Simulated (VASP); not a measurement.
# Co (P6_3/mmc) in VASP: notebook

Co is run at these levels: LDA; tasks: single point.

Everything below comes from runs of VASP 6.6.1. Logs are shortened: lines on timing, memory, paths and dates and some standing lists are left out, and cuts for length are marked.

### 1 The cell of the first run

The structure is hexagonal, space group P6_3/mmc (No. 194). Conventional cell: a = 2.427 Å, b = 2.427 Å, c = 3.923 Å, α = 90.00°, β = 90.00°, γ = 120.00°. Co (site symmetry -6m2) has 12 Co at 2.41 to 2.43 Å within 3.2 Å.

### 2 Single point, LDA, collinear spin, ferromagnetic start

File INCAR:

```
ALGO = Normal
EDIFF = 1E-6
ENCUT = 520
ISIF = 2
ISMEAR = -1
ISPIN = 2
LASPH = True
LCHARG = False
LMAXMIX = 4
LORBIT = 11
LREAL = False
LWAVE = False
MAGMOM = 1.558 1.558
NBANDS = 20
NELM = 150
PREC = Accurate
SIGMA = 0.05
```

File KPOINTS:

```
k-points
0
Gamma
  15 15 8
```

File POSCAR:

```
Co
1.0
    2.4273810165      0.0000000000      0.0000000000
   -1.2136905082      2.1021736250      0.0000000000
    0.0000000000      0.0000000000      3.9230481332
Co
2
Direct
    0.3333333333      0.6666666667      0.2500000000
    0.6666666667      0.3333333333      0.7500000000
```

Potentials or basis: VASP PAW LDA potentials, release 64 (Co).

Launch:

```console
cat potpaw_LDA.64/Co/POTCAR > POTCAR
mpirun -np 1 vasp_std > vasp.out
```

OUTCAR:

```text
EDIFF = 1E-6
   ENCUT = 520
   ISIF = 2
   ISMEAR = -1
   ISPIN = 2
   LASPH = True
   LORBIT = 11
   LREAL = False
   NELM = 150
   PREC = Accurate

 ion  position               nearest neighbor table
   1  0.333  0.667  0.250-   2 2.41   2 2.41   2 2.41   2 2.41   2 2.41   2 2.41
   2  0.667  0.333  0.750-   1 2.41   1 2.41   1 2.41   1 2.41   1 2.41   1 2.41

  LATTYP: Found a hexagonal cell.
 ALAT       =     2.4273810165
 C/A-ratio  =     1.6161649558

  Lattice vectors:

 A1 = (   2.4273810165,   0.0000000000,   0.0000000000)
 A2 = (  -1.2136905082,   2.1021736250,   0.0000000000)
 A3 = (   0.0000000000,   0.0000000000,   3.9230481332)

Analysis of symmetry for initial positions (statically):
=====================================================================
 Subroutine PRICEL returns:
 Original cell was already a primitive cell.

 Routine SETGRP: Setting up the symmetry group for a
 hexagonal supercell.

 Subroutine GETGRP returns: Found 24 space group operations
 (whereof 12 operations were pure point group operations)
 out of a pool of 24 trial point group operations.

The static configuration has the point symmetry D_3d.
 The point group associated with its full space group is D_6h.

Analysis of symmetry for dynamics (positions and initial velocities):
=====================================================================
 Subroutine PRICEL returns:
 Original cell was already a primitive cell.

 Routine SETGRP: Setting up the symmetry group for a
 hexagonal supercell.

 Subroutine GETGRP returns: Found 24 space group operations
 (whereof 12 operations were pure point group operations)
 out of a pool of 24 trial point group operations.

The dynamic configuration has the point symmetry D_3d.
 The point group associated with its full space group is D_6h.

Analysis of structural, dynamic, and magnetic symmetry:
=====================================================================
 Subroutine PRICEL returns:
 Original cell was already a primitive cell.

 Routine SETGRP: Setting up the symmetry group for a
 hexagonal supercell.

 Subroutine GETGRP returns: Found 24 space group operations
 (whereof 12 operations were pure point group operations)
 out of a pool of 24 trial point group operations.

The overall configuration has the point symmetry D_3d.
 The point group associated with its full space group is D_6h.

 Subroutine INISYM returns: Found 24 space group operations
 (whereof 12 operations are pure point group operations),
 and found     1 'primitive' translations

----------------------------------------------------------------------------------------

                                     Primitive cell

  volume of cell :      20.0184

  direct lattice vectors                    reciprocal lattice vectors
     2.427381017  0.000000000  0.000000000     0.411966639  0.237849050  0.000000000
    -1.213690508  2.102173625  0.000000000     0.000000000  0.475698100  0.000000000
     0.000000000  0.000000000  3.923048133     0.000000000  0.000000000  0.254903831

  length of vectors
     2.427381017  2.427381017  3.923048133     0.475698100  0.475698100  0.254903831

  position of ions in fractional coordinates (direct lattice)
     0.333333333  0.666666667  0.250000000
     0.666666667  0.333333333  0.750000000

  ion indices of the primitive-cell ions
   primitive index   ion index
                 1           1
                 2           2

----------------------------------------------------------------------------------------

 KPOINTS: k-points

Automatic generation of k-mesh.
 Grid dimensions read from file:
 generate k-points for:   15   15    8

 Generating k-lattice:

  Cartesian coordinates                     Fractional coordinates (reciprocal lattice)
     0.027464443  0.015856603  0.000000000     0.066666667  0.000000000  0.000000000
     0.000000000  0.031713207  0.000000000     0.000000000  0.066666667  0.000000000
     0.000000000  0.000000000  0.031862979     0.000000000  0.000000000  0.125000000

  Length of vectors
     0.031713207  0.031713207  0.031862979

  Shift w.r.t. Gamma in fractional coordinates (k-lattice)
     0.000000000  0.000000000  0.000000000

 Subroutine IBZKPT returns following result:
 ===========================================

 Found    135 irreducible k-points:

 Following reciprocal coordinates:
            Coordinates               Weight
  0.000000  0.000000  0.000000      1.000000
  0.066667  0.000000  0.000000      6.000000
  0.133333  0.000000  0.000000      6.000000
  0.200000  0.000000  0.000000      6.000000
  0.266667  0.000000  0.000000      6.000000
  0.333333 -0.000000  0.000000      6.000000
[... 16 lines left out ...]
  0.333333  0.200000  0.000000     12.000000
  0.400000  0.200000  0.000000      6.000000
 [... further k-points ...]
   k-points           NKPTS =    135   k-points in BZ     NKDIM =    135   number of bands    NBANDS=     20
   number of dos      NEDOS =    301   number of ions     NIONS =      2
   total plane-waves  NPLWV =   9720
   dimension x,y,z NGX =    18 NGY =   18 NGZ =   30
   dimension x,y,z NGXF=    36 NGYF=   36 NGZF=   60
   ions per type =               2
   NGX,Y,Z   is equivalent  to a cutoff of  12.33, 12.33, 12.71 a.u.
   NGXF,Y,Z  is equivalent  to a cutoff of  24.66, 24.66, 25.43 a.u.
 SYSTEM =  unknown system
   PREC   = accura    normal or accurate (medium, high low for compatibility)
   ISTART =      0    job   : 0-new  1-cont  2-samecut
   ICHARG =      2    charge: 1-file 2-atom 10-const
   ISPIN  =      2    spin polarized calculation?
   LNONCOLLINEAR =      F non collinear calculations
   LSORBIT =      F    spin-orbit coupling
   LASPH  =      T    aspherical Exc in radial PAW
   ENCUT  =  520.0 eV  38.22 Ry    6.18 a.u.   4.51  4.51  7.29*2*pi/ulx,y,z
   NELM   =    150;   NELMIN=  2; NELMDL= -5     # of ELM steps
   EDIFF  = 0.1E-05   stopping-criterion for ELM
   LREAL  =      F    real-space projection
   EDIFFG = 0.1E-04   stopping-criterion for IOM
   NSW    =      0    number of steps for IOM
   IBRION =     -1    ionic relax: 0-MD 1-quasi-New 2-CG
   NFREE  =      0    steps in history (QN), initial steepest desc. (CG)
   ISIF   =      2    stress and relaxation
   ISYM   =      2    0-nonsym 1-usesym 2-fastsym
   POTIM  = 0.5000    time-step for ionic-motion
   TEBEG  =    0.0;   TEEND  =   0.0 temperature during run
   PSTRESS=    0.0 pullay stress
   NELECT =      18.0000    total number of electrons
   NUPDOWN=      -1.0000    fix difference up-down
   EMIN   =  10.00;   EMAX   =-10.00  energy-range for DOS
   EFERMI =   0.00;   METHOD = LEGACY
   ISMEAR =    -1;   SIGMA  =   0.05  broadening in eV -4-tet -1-fermi 0-gaus
   EFERMI_NEDOS =   21; number of points for ismear=-14 and -15
   IALGO  =     38    algorithm
   IMIX   =      4    mixing-type and parameters
     AMIX     =   0.40;   BMIX     =  1.00
     AMIX_MAG =   1.60;   BMIX_MAG =  1.00
  volume/ion in A,a.u.               =      10.01        67.55
  Fermi-wavevector in a.u.,A,eV,Ry     =   1.580116  2.985986 33.970567  2.496766
  Thomas-Fermi vector in A             =   2.680392
   LORBIT       =     11    0 simple, 1 ext, 2 COOP (PROOUT), +10 PAW based schemes
   GGA     = CA    functional components
   LHFCALC =     F    Hartree Fock is set to
   AEXX    =    0.0000 exact exchange contribution
   IVDW    =     0    specifies the selected vdW correction
   LEPSILON=     F    determine dielectric tensor
   LRPA    =     F    only Hartree local field effects (RPA)
 spin polarized calculation
  energy-cutoff  :      520.00
  volume of cell :       20.02
 maximum number of plane-waves:       557
 NGX is ok and might be reduce to    18
   NGX =  9   NGY =  9   NGZ = 15

 number of electron      17.9999991 magnetization       2.9790552

 Free energy of the ion-electron system (eV)
  ---------------------------------------------------
  ext. energy  EPLUGINS =         0.00000000
  ---------------------------------------------------
  free energy    TOTEN  =       -16.25632516 eV

  energy without entropy =      -16.24093206  energy(sigma->0) =      -16.24862861

 E-fermi :  11.0935     XC(G=0): -14.2174

 val. band max:       11.0933773351   @ k =   0.2667   0.1333   0.0000
 cond. band min:      11.1044113705   @ k =   0.1333   0.1333   0.1250
 fundamental gap:      0.0110340354
 Fermi energy:        11.0935113030

 spin component 1

 k-point     1 :       0.0000    0.0000    0.0000
  band No.  band energies     occupation
      1       1.7221      1.00000
      2       5.6548      1.00000
      3       8.5227      1.00000
      4       8.5504      1.00000
      5       8.5504      1.00000
      6       8.9152      1.00000
[... 12 lines left out ...]
     19      38.4004      0.00000
     20      38.4004      0.00000
[... 507 lines left out ...]
 k-point    24 :       0.4000    0.2000    0.0000
  band No.  band energies     occupation
      1       6.5172      1.00000
      2       6.6273      1.00000
      3       6.6591      1.00000
      4       7.7505      1.00000
      5       8.2047      1.00000
      6       8.4667      1.00000
[... 12 lines left out ...]
     19      31.7055      0.00000
     20      41.4300      0.00000

 [... further k-points ...]

 spin component 2

 k-point     1 :       0.0000    0.0000    0.0000
  band No.  band energies     occupation
      1       1.9104      1.00000
      2       6.5205      1.00000
      3       9.8973      1.00000
      4       9.9130      1.00000
      5       9.9130      1.00000
      6      10.3226      1.00000
[... 12 lines left out ...]
     19      38.8315      0.00000
     20      38.8315      0.00000
[... 507 lines left out ...]
 k-point    24 :       0.4000    0.2000    0.0000
  band No.  band energies     occupation
      1       7.5220      1.00000
      2       7.6000      1.00000
      3       7.6665      1.00000
      4       8.5681      1.00000
      5       9.5054      1.00000
      6       9.7186      1.00000
[... 12 lines left out ...]
     19      32.1193      0.00000
     20      41.8664      0.00000

 [... further k-points ...]

------------------------ aborting loop because EDIFF is reached ----------------------------------------

  FORCE on cell =-STRESS in cart. coord.  units (eV):
  Direction    XX          YY          ZZ          XY          YZ          ZX
  --------------------------------------------------------------------------------------
  -------------------------------------------------------------------------------------
  Total       -0.0990057     -0.0990057     -0.2216711     -0.0000000     -0.0000000      0.0000000
  in kB       -7.9239330     -7.9239330    -17.7414643     -0.0000000     -0.0000000      0.0000000
  external PRESSURE =     -11.1964434 kB  Pullay stress =       0.0000000 kB

 VOLUME and BASIS-vectors are now :
 -----------------------------------------------------------------------------
  energy-cutoff  :      520.00
  volume of cell :       20.02
      direct lattice vectors                 reciprocal lattice vectors
     2.427381017  0.000000000  0.000000000     0.411966639  0.237849050  0.000000000
    -1.213690508  2.102173625  0.000000000     0.000000000  0.475698100  0.000000000
     0.000000000  0.000000000  3.923048133     0.000000000  0.000000000  0.254903831

 POSITION                                       TOTAL-FORCE (eV/Angst)
 -----------------------------------------------------------------------------------
     -0.00000      1.40145      0.98076         0.000000      0.000000      0.000000
      1.21369      0.70072      2.94229        -0.000000     -0.000000      0.000000
 -----------------------------------------------------------------------------------
    total drift:                                0.000000      0.000000     -0.000000

  FREE ENERGIE OF THE ION-ELECTRON SYSTEM (eV)
  ---------------------------------------------------
  free  energy   TOTEN  =       -16.2563251603 eV

  energy  without entropy=      -16.2409320595  energy(sigma->0) =      -16.24862861

 total charge

# of ion       s       p       d       tot
------------------------------------------
    1        0.523   0.589   7.338   8.451
    2        0.523   0.589   7.338   8.451
--------------------------------------------------
tot          1.046   1.178  14.676  16.901

 magnetization (x)

# of ion       s       p       d       tot
------------------------------------------
    1       -0.013  -0.038   1.534   1.483
    2       -0.013  -0.038   1.534   1.483
--------------------------------------------------
tot         -0.026  -0.075   3.067   2.965
```

Wall time 39 s (1 thread of Intel Xeon 6975P-C (Granite Rapids), shared host); peak memory 0.18 GiB.

Results:

- Free energy: -16.2563 eV
- Pressure: -1.1 GPa
- Net moment: 2.98 μB per cell
- Site moments: Co +1.48 μB
- Valence electrons inside the program's atomic spheres: Co 8.45

### 3 Single point, LDA, collinear spin, ferromagnetic start

File INCAR:

```
SYSTEM = Co
PREC = Accurate
ENCUT = 520
EDIFF = 1E-7
ISMEAR = -1
SIGMA = 0.01
LREAL = .FALSE.
LASPH = .TRUE.
NELM = 150
ALGO = Normal
ISIF = 2
LWAVE = .FALSE.
LCHARG = .FALSE.
ISPIN = 2
MAGMOM = 1.558 1.558
LORBIT = 11
LMAXMIX = 4
GGA = CA
NBANDS = 20
```

File KPOINTS:

```
regular mesh
0
G
  15 15 8
  0 0 0
```

POSCAR is that of step 2.

Potentials or basis: VASP PAW LDA potentials, release 64 (Co).

Launch:

```console
cat potpaw_LDA.64/Co/POTCAR > POTCAR
mpirun -np 1 vasp_std > vasp.out
```

It took 42 s on 1 thread of Intel Xeon 6975P-C (Granite Rapids), shared host; peak memory 0.18 GiB.

Results (log left out):

```yaml
Free_energy: -16.2488 eV
Pressure: -0.9 GPa
Net_moment: 3.01 μB per cell
Site_moments: Co +1.50 μB
Valence_electrons_inside_the_program's_atomic_spheres: Co 8.45
```

Stress tensor (GPa, compression positive):
```
-0.49  0.00  0.00
 0.00 -0.49  0.00
 0.00  0.00 -1.66
```

Levels at points of the mesh, in eV from the Fermi level:
Spin up:
| k point | band 7 | band 8 | band 9 | band 10 | band 11 | band 12 | band 13 | band 14 |
| --- | --- | --- | --- | --- | --- | --- | --- | --- |
| (0.00, 0.00, 0.00) | -2.20 | -1.80 | -1.80 | -0.53 | -0.53 | -0.11 | 7.20 | 22.65 |
| (0.00, 0.00, 0.50) | -2.64 | -2.64 | -0.88 | -0.88 | -0.88 | -0.88 | 16.01 | 16.01 |
Spin down:
| k point | band 4 | band 5 | band 6 | band 7 | band 8 | band 9 | band 10 | band 11 |
| --- | --- | --- | --- | --- | --- | --- | --- | --- |
| (0.00, 0.00, 0.00) | -1.19 | -1.19 | -0.78 | -0.78 | -0.32 | -0.32 | 0.07 | 1.05 |
| (0.00, 0.00, 0.50) | -1.77 | -1.26 | -1.26 | -1.26 | -1.26 | 0.68 | 0.68 | 0.68 |
